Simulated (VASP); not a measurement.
**BiPt: single point with LDA**

BiPt:

```xyz
4
Lattice="4.2287 0.0000 0.0000 -2.1144 3.6622 0.0000 0.0000 0.0000 5.4900" Properties=species:S:1:pos:R:3 pbc="T T T"
Bi    0.0000    2.4414    1.3725
Bi    2.1144    1.2207    4.1175
Pt    0.0000    0.0000    0.0000
Pt    0.0000    0.0000    2.7450
```

This cell differs from its parent crystal: equal xx and yy strain of -2 %.

```json
{"Program": "VASP 6.6.1", "Task": "single point", "Functional": "LDA", "Potentials or basis": "VASP PAW LDA potentials, release 64 (Bi_d, Pt)", "Cutoff": "520 eV", "k mesh": "9 × 9 × 6", "Occupations": "fermi-dirac, width 0.05 eV", "Spin": "no spin polarisation", "Dipole correction": "no", "Further INCAR settings": "ALGO = Normal; EDIFF = 1e-07; NBANDS = 33"}
```

```
Pressure               : 5.9 GPa
Band gap on the k mesh : zero (bands 25 and 26 overlap by 4.24 eV)
```

Stress tensor (GPa, compression positive):
```
6.77 0.00 0.00
0.00 6.77 0.00
0.00 0.00 4.08
```

Levels at points of the mesh, in eV from the Fermi level:
| k point | band 21 | band 22 | band 23 | band 24 | band 25 | band 26 | band 27 | band 28 | band 29 | band 30 |
| --- | --- | --- | --- | --- | --- | --- | --- | --- | --- | --- |
| (0.00, 0.00, 0.00) | -1.92 | -1.92 | 0.34 | 0.34 | 0.96 | 2.37 | 2.40 | 2.94 | 3.82 | 3.82 |
| (0.00, 0.00, 0.50) | -3.34 | -3.34 | -1.61 | -1.61 | 2.63 | 2.63 | 2.63 | 2.63 | 5.25 | 5.25 |

It took 3.3 min on 1 thread of Oxide Virtual Turin-like Processor, with other jobs on the host, peak memory 0.21 GiB.

Caveat: the cell differs from its parent crystal (equal xx and yy strain of -2 %); the cell stands under pressure; spin-orbit coupling is left out, which moves the levels of the heavy elements.
